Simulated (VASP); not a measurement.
## Ba: single point with PBEsol

Crystal: Ba.

```xyz
2
Lattice="0.0000 3.0895 3.0895 3.0895 0.0000 3.0895 3.0895 3.0895 0.0000" Properties=species:S:1:pos:R:3 pbc="T T T"
Ba   -0.7724   -0.7724   -0.7724
Ba    0.7724    0.7724    0.7724
```

This isn't the form of Ba at room conditions, which is bcc.

```
Program             : VASP 6.6.1
Task                : single point
Functional          : PBEsol
Potentials or basis : VASP PAW PBE potentials, release 64 (Ba_sv)
Cutoff              : 520 eV
k mesh              : 9 × 9 × 9
Occupations         : fermi-dirac, width 0.05 eV
Spin                : no spin polarisation
```

| Item | Value |
| --- | --- |
| Pressure | 46.4 GPa |
| Band gap on the k mesh | zero (bands 10 and 11 overlap by 0.80 eV) |

Levels at points of the mesh, in eV from the Fermi level:
```csv
k point,band 7,band 8,band 9,band 10,band 11,band 12,band 13,band 14
"(0.00, 0.00, 0.00)",-12.10,-12.10,-1.50,-0.12,-0.12,2.86,2.86,2.86
```

Run time: 40 s on 1 thread of Intel(R) Xeon(R) Platinum 8259CL CPU @ 2.50GHz (Skylake/Cascade Lake), on a shared host, peak memory 0.18 GiB.

Caveat: the cell stands under pressure; the PAW data sets were made with another functional, which shifts forces and pressure a little; spin-orbit coupling is left out, which moves the levels of the heavy elements.
